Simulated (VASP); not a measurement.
# Ta12Si in VASP: single point with LDA

Aim: the single point of Ta12Si with LDA.

Program: VASP 6.6.1. These are calculated values, not measurements. Logs are shortened: lines on timing, memory, paths and dates and some standing lists are left out, and cuts for length are marked.

## Step 1: The cell of the first run

The cell holds a slab with vacuum, 13 atoms: a = 5.634 Å, b = 5.634 Å, c = 19.944 Å, α = 90.00°, β = 90.00°, γ = 109.47°.

## Step 2: Single point, LDA

INCAR

```
PREC = Accurate
ENCUT = 520
EDIFF = 1E-7
ISMEAR = 0
SIGMA = 0.1
LREAL = False
LASPH = True
NELM = 80
ALGO = Fast
ISIF = 2
LWAVE = False
LCHARG = False
LDIPOL = True
IDIPOL = 3
DIPOL = 0.5 0.5 0.328
NBANDS = 80
```

KPOINTS

```
Automatic mesh
0
Gamma
  5 5 1
```

POSCAR

```
Ta12Si
1.0
    5.6341016690      0.0000000000      0.0000000000
   -1.8780338897      5.3118819947      0.0000000000
    0.0000000000      0.0000000000     19.9444203651
Ta Si
12 1
Direct
    0.2500000000      0.2500000000      0.2005573452
    0.2500000000      0.7500000000      0.2005573452
    0.7500000000      0.2500000000      0.2005573452
    0.7500000000      0.7500000000      0.2005573452
    0.0000000000      0.0000000000      0.3119800438
    0.0000000000      0.5000000000      0.3119800438
    0.5000000000      0.0000000000      0.3119800438
    0.5000000000      0.5000000000      0.3119800438
    0.2272063868      0.2272063868      0.4250287454
    0.2620742945      0.7379257055      0.4286588158
    0.7379257055      0.2620742945      0.4286588158
    0.7727936132      0.7727936132      0.4250287454
    0.5000000000      0.5000000000      0.5115755672
```

Potentials or basis: VASP PAW LDA potentials, release 64 (Ta_pv, Si).

The run is started by

```bash
> cat potpaw_LDA.64/Ta_pv/POTCAR potpaw_LDA.64/Si/POTCAR > POTCAR
> mpirun -np 1 vasp_std > vasp.out
```

OUTCAR:

```text
PREC = Accurate
   ENCUT = 520
   EDIFF = 1E-7
   ISMEAR = 0
   LREAL = False
   LASPH = True
   NELM = 80
   ISIF = 2

 ion  position               nearest neighbor table
   1  0.250  0.250  0.201-   5 2.75   8 2.75   2 2.82   2 2.82   3 2.82   3 2.82   7 3.20   6 3.20
                             4 3.25   4 3.25
   2  0.250  0.750  0.201-   6 2.75   7 2.75   1 2.82   1 2.82   4 2.82   4 2.82   5 3.20   8 3.20
                             3 3.25   3 3.25
   3  0.750  0.250  0.201-   6 2.75   7 2.75   4 2.82   4 2.82   1 2.82   1 2.82   5 3.20   8 3.20
                             2 3.25   2 3.25
   4  0.750  0.750  0.201-   5 2.75   8 2.75   3 2.82   3 2.82   2 2.82   2 2.82   7 3.20   6 3.20
                             1 3.25   1 3.25
   5  0.000  0.000  0.312-   9 2.70  12 2.70   1 2.75   4 2.75   6 2.82   6 2.82   7 2.82   7 2.82
                             3 3.20   2 3.20   8 3.25   8 3.25  10 3.35  11 3.35
   6  0.000  0.500  0.312-   2 2.75   3 2.75   5 2.82   5 2.82   8 2.82   8 2.82  10 2.84  11 2.84
                             1 3.20   4 3.20   9 3.22  12 3.22   7 3.25   7 3.25
   7  0.500  0.000  0.312-   2 2.75   3 2.75   8 2.82   8 2.82   5 2.82   5 2.82  10 2.84  11 2.84
                             1 3.20   4 3.20   9 3.22  12 3.22   6 3.25   6 3.25
   8  0.500  0.500  0.312-   1 2.75   4 2.75   7 2.82   7 2.82   6 2.82   6 2.82   9 2.87  12 2.87
                            11 3.19  10 3.19   3 3.20   2 3.20   5 3.25   5 3.25
   9  0.227  0.227  0.425-  13 2.48   5 2.70  10 2.82  11 2.82  10 2.83  11 2.83   8 2.87  12 2.96
                             6 3.22   7 3.22  12 3.55
  10  0.262  0.738  0.429-  13 2.74   9 2.82  12 2.82   9 2.83  12 2.83   7 2.84   6 2.84   8 3.19
                            11 3.26  11 3.26   5 3.35
  11  0.738  0.262  0.429-  13 2.74  12 2.82   9 2.82  12 2.83   9 2.83   7 2.84   6 2.84   8 3.19
                            10 3.26  10 3.26   5 3.35
  12  0.773  0.773  0.425-  13 2.48   5 2.70  11 2.82  10 2.82  11 2.83  10 2.83   8 2.87   9 2.96
                             6 3.22   7 3.22   9 3.55
  13  0.500  0.500  0.512-   9 2.48  12 2.48  11 2.74  10 2.74

  LATTYP: Found a base centered orthorhombic cell.
 ALAT       =     6.5057002304
 B/A-ratio  =     1.4142135624
 C/A-ratio  =     3.0656838862

  Lattice vectors:

 A1 = (   5.6341016690,   0.0000000000,   0.0000000000)
 A2 = (  -1.8780338897,   5.3118819947,   0.0000000000)
 A3 = (   0.0000000000,   0.0000000000,  19.9444203651)

Analysis of symmetry for initial positions (statically):
=====================================================================
 Subroutine PRICEL returns:
 Original cell was already a primitive cell.

 Routine SETGRP: Setting up the symmetry group for a
 base centered orthorhombic supercell.

 Subroutine GETGRP returns: Found  4 space group operations
 (whereof  4 operations were pure point group operations)
 out of a pool of  8 trial point group operations.

The static configuration has the point symmetry C_2v.

Analysis of symmetry for dynamics (positions and initial velocities):
=====================================================================
 Subroutine PRICEL returns:
 Original cell was already a primitive cell.

 Routine SETGRP: Setting up the symmetry group for a
 base centered orthorhombic supercell.

 Subroutine GETGRP returns: Found  4 space group operations
 (whereof  4 operations were pure point group operations)
 out of a pool of  8 trial point group operations.

The dynamic configuration has the point symmetry C_2v.

 Subroutine INISYM returns: Found  4 space group operations
 (whereof  4 operations are pure point group operations),
 and found     1 'primitive' translations

----------------------------------------------------------------------------------------

                                     Primitive cell

  volume of cell :     596.8903

  direct lattice vectors                    reciprocal lattice vectors
     5.634101669  0.000000000  0.000000000     0.177490585  0.062752398  0.000000000
    -1.878033890  5.311881995  0.000000000     0.000000000  0.188257194  0.000000000
     0.000000000  0.000000000 19.944420365     0.000000000  0.000000000  0.050139336

  length of vectors
     5.634101669  5.634101669 19.944420365     0.188257194  0.188257194  0.050139336

  position of ions in fractional coordinates (direct lattice)
     0.250000000  0.250000000  0.200557345
     0.250000000  0.750000000  0.200557345
     0.750000000  0.250000000  0.200557345
     0.750000000  0.750000000  0.200557345
     0.000000000  0.000000000  0.311980044
     0.000000000  0.500000000  0.311980044
     0.500000000  0.000000000  0.311980044
     0.500000000  0.500000000  0.311980044
     0.227206387  0.227206387  0.425028745
     0.262074295  0.737925705  0.428658816
     0.737925705  0.262074295  0.428658816
     0.772793613  0.772793613  0.425028745
     0.500000000  0.500000000  0.511575567

  ion indices of the primitive-cell ions
   primitive index   ion index
                 1           1
                 2           2
                 3           3
                 4           4
                 5           5
                 6           6
                 7           7
                 8           8
                 9           9
                10          10
                11          11
                12          12
                13          13

----------------------------------------------------------------------------------------

 KPOINTS: Automatic mesh

Automatic generation of k-mesh.
 Grid dimensions read from file:
 generate k-points for:    5    5    1

 Generating k-lattice:

  Cartesian coordinates                     Fractional coordinates (reciprocal lattice)
     0.035498117  0.012550480  0.000000000     0.200000000  0.000000000  0.000000000
     0.000000000  0.037651439  0.000000000     0.000000000  0.200000000  0.000000000
     0.000000000  0.000000000  0.050139336     0.000000000  0.000000000  1.000000000

  Length of vectors
     0.037651439  0.037651439  0.050139336

  Shift w.r.t. Gamma in fractional coordinates (k-lattice)
     0.000000000  0.000000000  0.000000000

 Subroutine IBZKPT returns following result:
 ===========================================

 Found      9 irreducible k-points:

 Following reciprocal coordinates:
            Coordinates               Weight
  0.000000  0.000000  0.000000      1.000000
  0.200000 -0.000000  0.000000      4.000000
  0.400000 -0.000000  0.000000      4.000000
  0.200000  0.200000  0.000000      2.000000
  0.400000  0.200000  0.000000      4.000000
 -0.400000  0.200000  0.000000      4.000000
 -0.200000  0.200000  0.000000      2.000000
  0.400000  0.400000  0.000000      2.000000
 -0.400000  0.400000  0.000000      2.000000
   k-points           NKPTS =      9   k-points in BZ     NKDIM =      9   number of bands    NBANDS=     80
   number of dos      NEDOS =    301   number of ions     NIONS =     13
   total plane-waves  NPLWV = 264600
   dimension x,y,z NGX =    42 NGY =   42 NGZ =  150
   dimension x,y,z NGXF=    84 NGYF=   84 NGZF=  300
   ions per type =              12   1
   NGX,Y,Z   is equivalent  to a cutoff of  12.39, 12.39, 12.50 a.u.
   NGXF,Y,Z  is equivalent  to a cutoff of  24.79, 24.79, 25.01 a.u.
 SYSTEM =  unknown system
   PREC   = accura    normal or accurate (medium, high low for compatibility)
   ISTART =      0    job   : 0-new  1-cont  2-samecut
   ICHARG =      2    charge: 1-file 2-atom 10-const
   ISPIN  =      1    spin polarized calculation?
   LNONCOLLINEAR =      F non collinear calculations
   LSORBIT =      F    spin-orbit coupling
   LASPH  =      T    aspherical Exc in radial PAW
   ENCUT  =  520.0 eV  38.22 Ry    6.18 a.u.  10.48 10.48 37.08*2*pi/ulx,y,z
   NELM   =     80;   NELMIN=  2; NELMDL= -5     # of ELM steps
   EDIFF  = 0.1E-06   stopping-criterion for ELM
   LREAL  =      F    real-space projection
   EDIFFG = 0.1E-05   stopping-criterion for IOM
   NSW    =      0    number of steps for IOM
   IBRION =     -1    ionic relax: 0-MD 1-quasi-New 2-CG
   NFREE  =      0    steps in history (QN), initial steepest desc. (CG)
   ISIF   =      2    stress and relaxation
   ISYM   =      2    0-nonsym 1-usesym 2-fastsym
   POTIM  = 0.5000    time-step for ionic-motion
   TEBEG  =    0.0;   TEEND  =   0.0 temperature during run
   PSTRESS=    0.0 pullay stress
   NELECT =     136.0000    total number of electrons
   NUPDOWN=      -1.0000    fix difference up-down
   EMIN   =  10.00;   EMAX   =-10.00  energy-range for DOS
   EFERMI =   0.00;   METHOD = LEGACY
   ISMEAR =     0;   SIGMA  =   0.10  broadening in eV -4-tet -1-fermi 0-gaus
   EFERMI_NEDOS =   21; number of points for ismear=-14 and -15
   IALGO  =     68    algorithm
   IMIX   =      4    mixing-type and parameters
     AMIX     =   0.40;   BMIX     =  1.00
     AMIX_MAG =   1.60;   BMIX_MAG =  1.00
  volume/ion in A,a.u.               =      45.91       309.85
  Fermi-wavevector in a.u.,A,eV,Ry     =   0.999899  1.889536 13.603088  0.999799
  Thomas-Fermi vector in A             =   2.132220
   LORBIT       =      0    0 simple, 1 ext, 2 COOP (PROOUT), +10 PAW based schemes
   GGA     = CA    functional components
   LHFCALC =     F    Hartree Fock is set to
   AEXX    =    0.0000 exact exchange contribution
   IVDW    =     0    specifies the selected vdW correction
   LEPSILON=     F    determine dielectric tensor
   LRPA    =     F    only Hartree local field effects (RPA)
 non-spin polarized calculation
 RMM-DIIS sequential band-by-band and
 Gauss-broadening in eV      SIGMA  =   0.10
  energy-cutoff  :      520.00
  volume of cell :      596.89
 maximum number of plane-waves:     16108
 NGX is ok and might be reduce to    42
   NGX = 21   NGY = 21   NGZ = 75

 dipolmoment           0.000000      0.000000     -0.039653 electrons x Angstroem

 number of electron     136.0000000 magnetization

 dipolmoment           0.000000      0.000000      0.015495 electrons x Angstroem

 Free energy of the ion-electron system (eV)
  ---------------------------------------------------
  ext. energy  EPLUGINS =         0.00000000
  ---------------------------------------------------
  free energy    TOTEN  =      -150.44617328 eV

  energy without entropy =     -150.35044349  energy(sigma->0) =     -150.39830838

 E-fermi :  -0.7706     XC(G=0):  -5.8899

 val. band max:       -0.7719922740   @ k =   0.2000   0.2000   0.0000
 cond. band min:      -0.7658384117   @ k =  -0.4000   0.4000   0.0000
 fundamental gap:      0.0061538623
 Fermi energy:        -0.7706376656

 k-point     1 :       0.0000    0.0000    0.0000
  band No.  band energies     occupation
      1     -35.1313      2.00000
      2     -35.1238      2.00000
      3     -35.1215      2.00000
      4     -35.0739      2.00000
      5     -35.0354      2.00000
      6     -35.0093      2.00000
[... 72 lines left out ...]
     79       2.0153      0.00000
     80       2.4048      0.00000

 k-point     2 :       0.2000   -0.0000    0.0000
  band No.  band energies     occupation
      1     -35.1012      2.00000
      2     -35.0688      2.00000
      3     -35.0556      2.00000
      4     -35.0464      2.00000
      5     -35.0011      2.00000
      6     -34.9747      2.00000
[... 72 lines left out ...]
     79       1.8262      0.00000
     80       2.0533      0.00000
[... 496 lines left out ...]
     79       0.8156      0.00000
     80       1.1355      0.00000

 k-point     9 :      -0.4000    0.4000    0.0000
  band No.  band energies     occupation
      1     -34.9717      2.00000
      2     -34.9160      2.00000
      3     -34.9110      2.00000
      4     -34.8827      2.00000
      5     -34.8528      2.00000
      6     -34.8311      2.00000
[... 72 lines left out ...]
     79       0.8309      0.00000
     80       1.0060      0.00000

------------------------ aborting loop because EDIFF is reached ----------------------------------------

 vacuum level on the upper side and lower side of the slab       (xc-potential included)        -0.036        -0.145

  FORCE on cell =-STRESS in cart. coord.  units (eV):
  Direction    XX          YY          ZZ          XY          YZ          ZX
  --------------------------------------------------------------------------------------
  -------------------------------------------------------------------------------------
  Total       -9.3121691     -8.4966644     -0.5581042      1.1532978      0.0000000      0.0000000
  in kB      -24.9957931    -22.8068093     -1.4980673      3.0956905      0.0000000      0.0000000
  external PRESSURE =     -16.4335566 kB  Pullay stress =       0.0000000 kB

 VOLUME and BASIS-vectors are now :
 -----------------------------------------------------------------------------
  energy-cutoff  :      520.00
  volume of cell :      596.89
      direct lattice vectors                 reciprocal lattice vectors
     5.634101669  0.000000000  0.000000000     0.177490585  0.062752398  0.000000000
    -1.878033890  5.311881995  0.000000000     0.000000000  0.188257194  0.000000000
     0.000000000  0.000000000 19.944420365     0.000000000  0.000000000  0.050139336

 POSITION                                       TOTAL-FORCE (eV/Angst)
 -----------------------------------------------------------------------------------
      0.93902      1.32797      4.00000         0.066088      0.093463      0.121657
     -0.00000      3.98391      4.00000         0.099875     -0.070623      0.113009
      3.75607      1.32797      4.00000        -0.099875      0.070623      0.113009
      2.81705      3.98391      4.00000        -0.066088     -0.093463      0.121657
      0.00000      0.00000      6.22226         0.000000      0.000000     -0.720493
     -0.93902      2.65594      6.22226         0.000000      0.000000      0.060048
      2.81705      0.00000      6.22226         0.000000      0.000000      0.060048
      1.87803      2.65594      6.22226         0.000000      0.000000     -0.063980
      0.85340      1.20689      8.47695         0.005839      0.008257      0.040089
      0.09070      3.91977      8.54935        -0.000597      0.000422      0.023978
      3.66536      1.39211      8.54935         0.000597     -0.000422      0.023978
      2.90267      4.10499      8.47695        -0.005839     -0.008257      0.040089
      1.87803      2.65594     10.20308         0.000000      0.000000      0.066914
 -----------------------------------------------------------------------------------
    total drift:                                0.000000      0.000000     -0.000222

  FREE ENERGIE OF THE ION-ELECTRON SYSTEM (eV)
  ---------------------------------------------------
  free  energy   TOTEN  =      -150.4461732770 eV

  energy  without entropy=     -150.3504434856  energy(sigma->0) =     -150.39830838

 vacuum level on the upper side and lower side of the slab         4.247         4.146
```

Wall time 21 min (1 thread of Oxide Virtual Turin-like, shared host); peak memory 0.57 GiB.

What came out:

```yaml
Free_energy: -150.4462 eV
Largest_force: 0.720 eV/Å
Band_gap_on_the_k_mesh: zero (bands 68 and 69 overlap by 0.67 eV)
```

Forces in eV/Å, atoms in the order of the input:
```
Ta   0.066  0.093  0.122
Ta   0.100 -0.071  0.113
Ta  -0.100  0.071  0.113
Ta  -0.066 -0.093  0.122
Ta   0.000  0.000 -0.720
Ta   0.000  0.000  0.060
Ta   0.000  0.000  0.060
Ta   0.000  0.000 -0.064
Ta   0.006  0.008  0.040
Ta  -0.001  0.000  0.024
Ta   0.001  0.000  0.024
Ta  -0.006 -0.008  0.040
Si   0.000  0.000  0.067
```

Levels at points of the mesh, in eV from the Fermi level:
| k point | band 65 | band 66 | band 67 | band 68 | band 69 | band 70 | band 71 | band 72 |
| --- | --- | --- | --- | --- | --- | --- | --- | --- |
| (0.00, 0.00, 0.00) | 0.14 | 0.15 | 0.17 | 0.46 | 0.57 | 0.81 | 1.16 | 1.51 |

Caveat: spin-orbit coupling is left out, which moves the levels of the heavy elements.
